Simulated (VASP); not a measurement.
# Ir (Fm-3m) in VASP: further runs

Runs on Ir. Level: r2SCAN. Tasks: single point.

Program: VASP 6.6.1. These are calculated values, not measurements. Logs are shortened: lines on timing, memory, paths and dates and some standing lists are left out, and cuts for length are marked.

### 1 The cell of the first run

The structure is cubic, space group Fm-3m (No. 225). The conventional cell has a = 3.846 Å, b = 3.846 Å, c = 3.846 Å, α = 90.00°, β = 90.00°, γ = 90.00°. Ir (site symmetry m-3m) has 12 Ir at 2.72 Å within 3.6 Å.

### 2 Single point, r2SCAN

The input, POSCAR:

```
Ir
1.0
    0.0000000000      1.9228496764      1.9228496764
    1.9228496764      0.0000000000      1.9228496764
    1.9228496764      1.9228496764      0.0000000000
Ir
1
Direct
    0.0000000000      0.0000000000      0.0000000000
```

The input, INCAR.step1:

```
SYSTEM = Ir
PREC = Accurate
ENCUT = 520
ISMEAR = -1
SIGMA = 1.0
LREAL = .False.
LASPH = .True.
NELM = 60
NBANDS = 10
GGA = PE
ALGO = Normal
EDIFF = 1E-4
LWAVE = .True.
LCHARG = .False.
```

The input, INCAR.step2:

```
SYSTEM = Ir
PREC = Accurate
ENCUT = 520
EDIFF = 1E-6
ISMEAR = -1
SIGMA = 1.0
LREAL = .False.
LASPH = .True.
NELM = 60
ALGO = Normal
ISIF = 2
LWAVE = .False.
LCHARG = .True.
METAGGA = R2SCAN
LMIXTAU = .True.
LELF = .True.
LVHAR = .True.
NBANDS = 10
ISTART = 1
```

The input, KPOINTS:

```
Automatic mesh
0
Gamma
  14 14 14
  0 0 0
```

Potentials or basis: VASP PAW PBE potentials, release 64 (Ir).

Launch:

```bash
cat potpaw_PBE.64/Ir/POTCAR > POTCAR
cp INCAR.step1 INCAR
mpirun -np 1 vasp_std > vasp.out
cp INCAR.step2 INCAR
mpirun -np 1 vasp_std > vasp.out
```

OUTCAR:

```text
SYSTEM = Ir
   PREC = Accurate
   ENCUT = 520
   EDIFF = 1E-6
   ISMEAR = -1
   LREAL = .False.
   LASPH = .True.
   NELM = 60
   ISIF = 2
   METAGGA = R2SCAN
   ISTART = 1

 ion  position               nearest neighbor table
   1  0.000  0.000  0.000-

  LATTYP: Found a face centered cubic cell.
 ALAT       =     3.8456993528

  Lattice vectors:

 A1 = (   0.0000000000,   1.9228496764,   1.9228496764)
 A2 = (   1.9228496764,   0.0000000000,   1.9228496764)
 A3 = (   1.9228496764,   1.9228496764,   0.0000000000)

Analysis of symmetry for initial positions (statically):
=====================================================================
 Subroutine PRICEL returns:
 Original cell was already a primitive cell.

 Routine SETGRP: Setting up the symmetry group for a
 face centered cubic supercell.

 Subroutine GETGRP returns: Found 48 space group operations
 (whereof 48 operations were pure point group operations)
 out of a pool of 48 trial point group operations.

The static configuration has the point symmetry O_h .

Analysis of symmetry for dynamics (positions and initial velocities):
=====================================================================
 Subroutine PRICEL returns:
 Original cell was already a primitive cell.

 Routine SETGRP: Setting up the symmetry group for a
 face centered cubic supercell.

 Subroutine GETGRP returns: Found 48 space group operations
 (whereof 48 operations were pure point group operations)
 out of a pool of 48 trial point group operations.

The dynamic configuration has the point symmetry O_h .

 Subroutine INISYM returns: Found 48 space group operations
 (whereof 48 operations are pure point group operations),
 and found     1 'primitive' translations

----------------------------------------------------------------------------------------

                                     Primitive cell

  volume of cell :      14.2189

  direct lattice vectors                    reciprocal lattice vectors
     0.000000000  1.922849676  1.922849676    -0.260030727  0.260030727  0.260030727
     1.922849676  0.000000000  1.922849676     0.260030727 -0.260030727  0.260030727
     1.922849676  1.922849676  0.000000000     0.260030727  0.260030727 -0.260030727

  length of vectors
     2.719320091  2.719320091  2.719320091     0.450386431  0.450386431  0.450386431

  position of ions in fractional coordinates (direct lattice)
     0.000000000  0.000000000  0.000000000

  ion indices of the primitive-cell ions
   primitive index   ion index
                 1           1

----------------------------------------------------------------------------------------

 KPOINTS: Automatic mesh

Automatic generation of k-mesh.
 Grid dimensions read from file:
 generate k-points for:   14   14   14

 Generating k-lattice:

  Cartesian coordinates                     Fractional coordinates (reciprocal lattice)
    -0.018573623  0.018573623  0.018573623     0.071428571  0.000000000  0.000000000
     0.018573623 -0.018573623  0.018573623     0.000000000  0.071428571  0.000000000
     0.018573623  0.018573623 -0.018573623     0.000000000  0.000000000  0.071428571

  Length of vectors
     0.032170459  0.032170459  0.032170459

  Shift w.r.t. Gamma in fractional coordinates (k-lattice)
     0.000000000  0.000000000  0.000000000

 Subroutine IBZKPT returns following result:
 ===========================================

 Found    104 irreducible k-points:

 Following reciprocal coordinates:
            Coordinates               Weight
  0.000000  0.000000  0.000000      1.000000
  0.071429  0.000000  0.000000      8.000000
  0.142857  0.000000  0.000000      8.000000
  0.214286  0.000000  0.000000      8.000000
  0.285714  0.000000  0.000000      8.000000
  0.357143  0.000000  0.000000      8.000000
[... 16 lines left out ...]
  0.214286  0.142857  0.000000     24.000000
  0.285714  0.142857  0.000000     24.000000
 [... further k-points ...]
   k-points           NKPTS =    104   k-points in BZ     NKDIM =    104   number of bands    NBANDS=     10
   number of dos      NEDOS =    301   number of ions     NIONS =      1
   total plane-waves  NPLWV =   8000
   dimension x,y,z NGX =    20 NGY =   20 NGZ =   20
   dimension x,y,z NGXF=    40 NGYF=   40 NGZF=   40
   ions per type =               1
   NGX,Y,Z   is equivalent  to a cutoff of  12.23, 12.23, 12.23 a.u.
   NGXF,Y,Z  is equivalent  to a cutoff of  24.45, 24.45, 24.45 a.u.
 SYSTEM =  Ir
   PREC   = accura    normal or accurate (medium, high low for compatibility)
   ISTART =      1    job   : 0-new  1-cont  2-samecut
   ICHARG =      0    charge: 1-file 2-atom 10-const
   ISPIN  =      1    spin polarized calculation?
   LNONCOLLINEAR =      F non collinear calculations
   LSORBIT =      F    spin-orbit coupling
   LASPH  =      T    aspherical Exc in radial PAW
   ENCUT  =  520.0 eV  38.22 Ry    6.18 a.u.   5.06  5.06  5.06*2*pi/ulx,y,z
   NELM   =     60;   NELMIN=  2; NELMDL=  0     # of ELM steps
   EDIFF  = 0.1E-05   stopping-criterion for ELM
   LREAL  =      F    real-space projection
   EDIFFG = 0.1E-04   stopping-criterion for IOM
   NSW    =      0    number of steps for IOM
   IBRION =     -1    ionic relax: 0-MD 1-quasi-New 2-CG
   NFREE  =      0    steps in history (QN), initial steepest desc. (CG)
   ISIF   =      2    stress and relaxation
   ISYM   =      2    0-nonsym 1-usesym 2-fastsym
   POTIM  = 0.5000    time-step for ionic-motion
   TEBEG  =    0.0;   TEEND  =   0.0 temperature during run
   PSTRESS=    0.0 pullay stress
   NELECT =       9.0000    total number of electrons
   NUPDOWN=      -1.0000    fix difference up-down
   EMIN   =  10.00;   EMAX   =-10.00  energy-range for DOS
   EFERMI =   0.00;   METHOD = LEGACY
   ISMEAR =    -1;   SIGMA  =   1.00  broadening in eV -4-tet -1-fermi 0-gaus
   EFERMI_NEDOS =   21; number of points for ismear=-14 and -15
   IALGO  =     38    algorithm
   IMIX   =      4    mixing-type and parameters
     AMIX     =   0.40;   BMIX     =  1.00
     AMIX_MAG =   1.60;   BMIX_MAG =  1.00
  volume/ion in A,a.u.               =      14.22        95.95
  Fermi-wavevector in a.u.,A,eV,Ry     =   1.405617  2.656231 26.881835  1.975759
  Thomas-Fermi vector in A             =   2.528060
   LORBIT       =      0    0 simple, 1 ext, 2 COOP (PROOUT), +10 PAW based schemes
   METAGGA = R2SCAN    functional components
   LHFCALC =     F    Hartree Fock is set to
   AEXX    =    0.0000 exact exchange contribution
   IVDW    =     0    specifies the selected vdW correction
   LEPSILON=     F    determine dielectric tensor
   LRPA    =     F    only Hartree local field effects (RPA)
 non-spin polarized calculation
  energy-cutoff  :      520.00
  volume of cell :       14.22
 maximum number of plane-waves:       393
   NGX = 11   NGY = 11   NGZ = 11

 number of electron       9.0000000 magnetization

 Free energy of the ion-electron system (eV)
  ---------------------------------------------------
  ext. energy  EPLUGINS =         0.00000000
  ---------------------------------------------------
  free energy    TOTEN  =       -53.84529900 eV

  energy without entropy =      -51.06250227  energy(sigma->0) =      -52.45390063

 E-fermi :  10.2464     XC(G=0): -15.2730

 val. band max:       10.2314045808   @ k =   0.3571   0.0000   0.0000
 cond. band min:      10.2711229873   @ k =  -0.2857   0.3571   0.0714
 fundamental gap:      0.0397184065
 Fermi energy:        10.2464369696

 k-point     1 :       0.0000    0.0000    0.0000
  band No.  band energies     occupation
      1      -1.3659      1.99998
      2       6.2123      1.96521
      3       6.2123      1.96521
      4       6.2123      1.96521
      5       8.9404      1.57371
      6       8.9404      1.57371
      7      25.1973      0.00000
      8      31.0240      0.00000
      9      31.0240      0.00000
     10      31.0240      0.00000

 k-point     2 :       0.0714    0.0000    0.0000
  band No.  band energies     occupation
      1      -1.1306      1.99998
      2       6.0862      1.96927
      3       6.3134      1.96158
      4       6.3134      1.96158
      5       8.8767      1.59469
      6       8.8767      1.59469
      7      25.5985      0.00000
      8      29.8715      0.00000
      9      31.4051      0.00000
     10      31.4051      0.00000

 k-point     3 :       0.1429    0.0000    0.0000
  band No.  band energies     occupation
      1      -0.4665      1.99996
      2       5.7974      1.97689
      3       6.5464      1.95175
      4       6.5464      1.95175
      5       8.7790      1.62535
      6       8.7790      1.62535
      7      26.6134      0.00000
      8      27.8453      0.00000
      9      32.4878      0.00000
     10      32.4878      0.00000

 k-point     4 :       0.2143    0.0000    0.0000
  band No.  band energies     occupation
      1       0.4685      1.99989
      2       5.5998      1.98099
      3       6.6858      1.94473
      4       6.6858      1.94473
      5       8.9173      1.58139
      6       8.9173      1.58139
      7      25.7062      0.00000
      8      27.6374      0.00000
      9      34.0757      0.00000
     10      34.0757      0.00000
[... 222 lines left out ...]
 k-point    22 :       0.1429    0.1429    0.0000
  band No.  band energies     occupation
      1      -0.1573      1.99994
      2       5.3459      1.98522
      3       6.9141      1.93104
      4       6.9141      1.93104
      5       7.9650      1.81465
      6       9.2968      1.44209
      7      27.2331      0.00000
      8      29.2265      0.00000
      9      31.1566      0.00000
     10      31.1566      0.00000

 k-point    23 :       0.2143    0.1429    0.0000
  band No.  band energies     occupation
      1       0.5760      1.99987
      2       4.9858      1.98967
      3       7.0253      1.92325
      4       7.2392      1.90580
      5       7.9054      1.82444
      6       9.5043      1.35493
      7      27.9091      0.00000
      8      28.3086      0.00000
      9      31.1168      0.00000
     10      31.7284      0.00000

 k-point    24 :       0.2857    0.1429    0.0000
  band No.  band energies     occupation
      1       1.4958      1.99968
      2       4.7930      1.99147
      3       6.5617      1.95102
      4       7.3558      1.89476
      5       8.7394      1.63724
      6       9.9315      1.15620
      7      25.7979      0.00000
      8      28.7651      0.00000
      9      30.9782      0.00000
     10      32.0756      0.00000

 [... further k-points ...]

------------------------ aborting loop because EDIFF is reached ----------------------------------------

  FORCE on cell =-STRESS in cart. coord.  units (eV):
  Direction    XX          YY          ZZ          XY          YZ          ZX
  --------------------------------------------------------------------------------------
  -------------------------------------------------------------------------------------
  Total        2.2800379      2.2800379      2.2800379      0.0000000      0.0000000      0.0000000
  in kB      256.9133437    256.9133437    256.9133437      0.0000000      0.0000000      0.0000000
  external PRESSURE =     256.9133437 kB  Pullay stress =       0.0000000 kB

 VOLUME and BASIS-vectors are now :
 -----------------------------------------------------------------------------
  energy-cutoff  :      520.00
  volume of cell :       14.22
      direct lattice vectors                 reciprocal lattice vectors
     0.000000000  1.922849676  1.922849676    -0.260030727  0.260030727  0.260030727
     1.922849676  0.000000000  1.922849676     0.260030727 -0.260030727  0.260030727
     1.922849676  1.922849676  0.000000000     0.260030727  0.260030727 -0.260030727

 POSITION                                       TOTAL-FORCE (eV/Angst)
 -----------------------------------------------------------------------------------
      0.00000      0.00000      0.00000         0.000000      0.000000      0.000000
 -----------------------------------------------------------------------------------
    total drift:                                0.000000     -0.000000     -0.000000

  FREE ENERGIE OF THE ION-ELECTRON SYSTEM (eV)
  ---------------------------------------------------
  free  energy   TOTEN  =       -53.8452989969 eV

  energy  without entropy=      -51.0625022658  energy(sigma->0) =      -52.45390063
```

Wall time 24 s (1 thread of Intel Xeon 6975P-C (Granite Rapids), shared host); peak memory 0.14 GiB.

What came out:

```yaml
Free_energy: -53.8453 eV
Pressure: 25.7 GPa
```

Levels at points of the mesh, in eV from the Fermi level:
```csv
k point,band 3,band 4,band 5,band 6,band 7,band 8
"(0.00, 0.00, 0.00)",-4.03,-4.03,-1.31,-1.31,14.95,20.78
"(0.50, 0.00, 0.00)",-4.18,-0.85,0.89,0.89,7.54,14.53
"(0.50, 0.50, 0.00)",0.81,1.52,1.52,1.66,10.92,12.18
```

Caveat: the PAW data sets were made with another functional, which shifts forces and pressure a little; spin-orbit coupling is left out, which moves the levels of the heavy elements.

### 3 Single point, r2SCAN

POSCAR is that of step 2.

The input, INCAR.step1:

```
SYSTEM = Ir
  PREC = Accurate
  ENCUT = 520
  ISMEAR = 0
  SIGMA = 0.01
  LREAL = .FALSE.
  LASPH = .TRUE.
  NELM = 80
  NBANDS = 10
  GGA = PE
  ALGO = Normal
  EDIFF = 1E-4
  LWAVE = .TRUE.
  LCHARG = .FALSE.
```

The input, INCAR.step2:

```
SYSTEM = Ir
  PREC = Accurate
  ENCUT = 520
  EDIFF = 1E-6
  ISMEAR = 0
  SIGMA = 0.01
  LREAL = .FALSE.
  LASPH = .TRUE.
  NELM = 80
  ALGO = Normal
  ISIF = 2
  LWAVE = .FALSE.
  LCHARG = .FALSE.
  METAGGA = R2SCAN
  LMIXTAU = .TRUE.
  NBANDS = 10
  ISTART = 1
```

The input, KPOINTS:

```
Automatic mesh
0
G
  14 14 14
  0 0 0
```

Potentials or basis: VASP PAW PBE potentials, release 64 (Ir).

Launch:

```bash
cat potpaw_PBE.64/Ir/POTCAR > POTCAR
cp INCAR.step1 INCAR
mpirun -np 1 vasp_std > vasp.out
cp INCAR.step2 INCAR
mpirun -np 1 vasp_std > vasp.out
```

Wall time 23 s (1 thread of Intel Xeon 6975P-C (Granite Rapids), shared host); peak memory 0.13 GiB.

Results (log left out):

```yaml
Free_energy: -52.3548 eV
Pressure: 2.2 GPa
```

Levels at points of the mesh, in eV from the Fermi level:
```csv
k point,band 1,band 2,band 3,band 4,band 5,band 6,band 7,band 8,band 9
"(0.00, 0.00, 0.00)",-11.36,-3.86,-3.86,-3.86,-1.17,-1.17,15.22,21.06,21.06
"(0.50, 0.00, 0.00)",-8.25,-4.01,-4.01,-0.58,1.03,1.03,7.72,14.85,20.89
"(0.50, 0.50, 0.00)",-8.04,-7.46,0.94,1.67,1.67,1.89,11.11,12.42,12.42
```

Caveat: the PAW data sets were made with another functional, which shifts forces and pressure a little; spin-orbit coupling is left out, which moves the levels of the heavy elements.

### 4 Single point, r2SCAN

POSCAR is that of step 3.

The input, INCAR.step1:

```
PREC = Accurate
ENCUT = 520
ISMEAR = 0
SIGMA = 0.03
LREAL = F
LASPH = T
NELM = 100
NBANDS = 10
GGA = PE
ALGO = Normal
EDIFF = 1E-4
LWAVE = T
LCHARG = F
```

The input, INCAR.step2:

```
PREC = Accurate
ENCUT = 520
EDIFF = 1E-6
ISMEAR = 0
SIGMA = 0.03
LREAL = F
LASPH = T
NELM = 100
ALGO = Normal
ISIF = 2
LWAVE = F
LCHARG = F
METAGGA = R2SCAN
LMIXTAU = T
NBANDS = 10
ISTART = 1
```

The input, KPOINTS:

```
Automatic mesh
0
Gamma
  14 14 14
```

Launch:

```bash
cat potpaw_PBE.64/Ir/POTCAR > POTCAR
cp INCAR.step1 INCAR
mpirun -np 1 vasp_std > vasp.out
cp INCAR.step2 INCAR
mpirun -np 1 vasp_std > vasp.out
```

Run time: 24 s. Hardware: 1 thread of Intel Xeon 6975P-C (Granite Rapids), shared host; peak memory 0.13 GiB.

It converged, with:

* Free energy: -52.3551 eV
* Pressure: 2.2 GPa

Levels at points of the mesh, in eV from the Fermi level:
| k point | band 2 | band 3 | band 4 | band 5 | band 6 | band 7 |
| --- | --- | --- | --- | --- | --- | --- |
| (0.00, 0.00, 0.00) | -3.86 | -3.86 | -3.86 | -1.18 | -1.18 | 15.22 |
| (0.50, 0.00, 0.00) | -4.02 | -4.02 | -0.58 | 1.03 | 1.03 | 7.72 |
| (0.50, 0.50, 0.00) | -7.46 | 0.94 | 1.66 | 1.66 | 1.89 | 11.11 |

Caveat: the PAW data sets were made with another functional, which shifts forces and pressure a little; spin-orbit coupling is left out, which moves the levels of the heavy elements.

### 5 Single point, r2SCAN

POSCAR is that of step 4.

The input, INCAR.step1:

```
  PREC = Accurate
  ENCUT = 520
  ISMEAR = 0
  SIGMA = 0.1
  LREAL = F
  LASPH = T
  NELM = 100
  NBANDS = 10
  GGA = PE
  ALGO = Normal
  EDIFF = 1E-4
  LWAVE = T
  LCHARG = F
```

The input, INCAR.step2:

```
  PREC = Accurate
  ENCUT = 520
  EDIFF = 1E-6
  ISMEAR = 0
  SIGMA = 0.1
  LREAL = F
  LASPH = T
  NELM = 100
  ALGO = Normal
  ISIF = 2
  LWAVE = F
  LCHARG = T
  METAGGA = R2SCAN
  LMIXTAU = T
  LELF = T
  LVHAR = T
  NBANDS = 10
  ISTART = 1
```

The input, KPOINTS:

```
regular mesh
0
Gamma
  14 14 14
```

Launch:

```bash
cat potpaw_PBE.64/Ir/POTCAR > POTCAR
cp INCAR.step1 INCAR
mpirun -np 1 vasp_std > vasp.out
cp INCAR.step2 INCAR
mpirun -np 1 vasp_std > vasp.out
```

Wall time 26 s (1 thread of Intel Xeon 6975P-C (Granite Rapids), shared host); peak memory 0.13 GiB.

Results (log left out):

- Free energy: -52.3585 eV
- Pressure: 2.3 GPa

Levels at points of the mesh, in eV from the Fermi level:
| k point | band 2 | band 3 | band 4 | band 5 | band 6 | band 7 |
| --- | --- | --- | --- | --- | --- | --- |
| (0.00, 0.00, 0.00) | -3.87 | -3.87 | -3.87 | -1.18 | -1.18 | 15.21 |
| (0.50, 0.00, 0.00) | -4.02 | -4.02 | -0.59 | 1.02 | 1.02 | 7.71 |
| (0.50, 0.50, 0.00) | -7.47 | 0.93 | 1.65 | 1.65 | 1.88 | 11.10 |

Caveat: the PAW data sets were made with another functional, which shifts forces and pressure a little; spin-orbit coupling is left out, which moves the levels of the heavy elements.

### 6 Single point, r2SCAN

POSCAR is that of step 5.

The input, INCAR.step1:

```
PREC = Accurate
ENCUT = 520
ISMEAR = 0
SIGMA = 0.2
LREAL = False
LASPH = True
NELM = 60
NBANDS = 10
GGA = PE
ALGO = Normal
EDIFF = 1E-4
LWAVE = True
LCHARG = False
```

The input, INCAR.step2:

```
PREC = Accurate
ENCUT = 520
EDIFF = 1E-6
ISMEAR = 0
SIGMA = 0.2
LREAL = False
LASPH = True
NELM = 60
ALGO = Normal
ISIF = 2
LWAVE = False
LCHARG = False
METAGGA = R2SCAN
LMIXTAU = True
NBANDS = 10
ISTART = 1
```

KPOINTS is that of step 5.

Potentials or basis: VASP PAW PBE potentials, release 64 (Ir).

Launch:

```bash
cat potpaw_PBE.64/Ir/POTCAR > POTCAR
cp INCAR.step1 INCAR
mpirun -np 1 vasp_std > vasp.out
cp INCAR.step2 INCAR
mpirun -np 1 vasp_std > vasp.out
```

It took 25 s on 1 thread of Intel Xeon 6975P-C (Granite Rapids), shared host; peak memory 0.13 GiB.

Results (log left out):

* Free energy: -52.3678 eV
* Pressure: 2.4 GPa

Levels at points of the mesh, in eV from the Fermi level:
```tsv
k point	band 2	band 3	band 4	band 5	band 6	band 7
(0.00, 0.00, 0.00)	-3.89	-3.89	-3.89	-1.20	-1.20	15.19
(0.50, 0.00, 0.00)	-4.04	-4.04	-0.61	1.00	1.00	7.69
(0.50, 0.50, 0.00)	-7.49	0.91	1.63	1.63	1.86	11.08
```

Caveat: the PAW data sets were made with another functional, which shifts forces and pressure a little; spin-orbit coupling is left out, which moves the levels of the heavy elements.

### 7 Overview

```tsv
smearing	gap on the mesh (eV)	pressure (GPa)
fermi-dirac 1 eV	none	25.7
gaussian 0.01 eV	none	2.2
gaussian 0.03 eV	none	2.2
gaussian 0.1 eV	none	2.3
gaussian 0.2 eV	none	2.4
```

Alike in all rows: task single point; level r2SCAN; potentials or basis VASP PAW PBE potentials, release 64 (Ir); no spin polarisation; cell as given; k mesh 14 × 14 × 14; cutoff (eV) 520.

Every run on the cell as given and a fine mesh finds a metal.

Caveats: the PAW data sets were made with another functional, which shifts forces and pressure a little; spin-orbit coupling is left out, which moves the levels of the heavy elements.

Absolute energies hang on the potentials; compare differences alone.
